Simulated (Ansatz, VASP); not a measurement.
# Ge2Sb2Se: VASP beside Ansatz

```
CELL_PARAMETERS angstrom
5.06342 0.00000 0.50699
0.00000 6.60183 0.00000
0.69701 0.00000 8.44585
ATOMIC_POSITIONS crystal
Ge 0.50000 0.00000 0.00000
Ge 0.50000 0.50000 0.00000
Ge 0.00000 0.00000 0.50000
Ge 0.00000 0.50000 0.50000
Sb 0.00000 0.00000 0.00000
Sb 0.00000 0.50000 0.00000
Sb 0.52103 0.75000 0.43326
Sb 0.47897 0.25000 0.56674
Se 0.67772 0.75000 0.72369
Se 0.32228 0.25000 0.27631
```

Alike in both runs: functional PBE; k mesh 2 × 2 × 2; occupations gaussian, width 0.15 eV; no spin polarisation.

Ansatz relaxed the structure, and its values are those at the end. VASP's run is a single point on that final structure, the one shown.

```csv
,VASP,Ansatz
version,VASP 6.6.1,Ansatz 0.2.0
potentials or method,"VASP PAW PBE potentials, release 64 (Ge_d, Sb, Se), cutoff 520 eV","scalar-relativistic, plane waves, PAW"
valence electrons in the cell,88,148
```

```csv
,VASP,Ansatz,Ansatz less VASP
gap on the k mesh at the Fermi level (eV),none,none,-
pressure (GPa),-0.1,-0.1,-0.01
rms of the force components (eV/Å),0.020,0.019,-0.0003
```

A gap of «none» marks a metal or a gap that the smearing closes. The functional is the same, so the differences come from potentials, cutoffs and numerics. VASP's potentials hold 88 valence electrons a cell and Ansatz's 148, so a difference there can come from the potentials and not from the codes.

The k mesh is coarse, so the values compare programs but aren't converged. Spin-orbit coupling is off throughout.
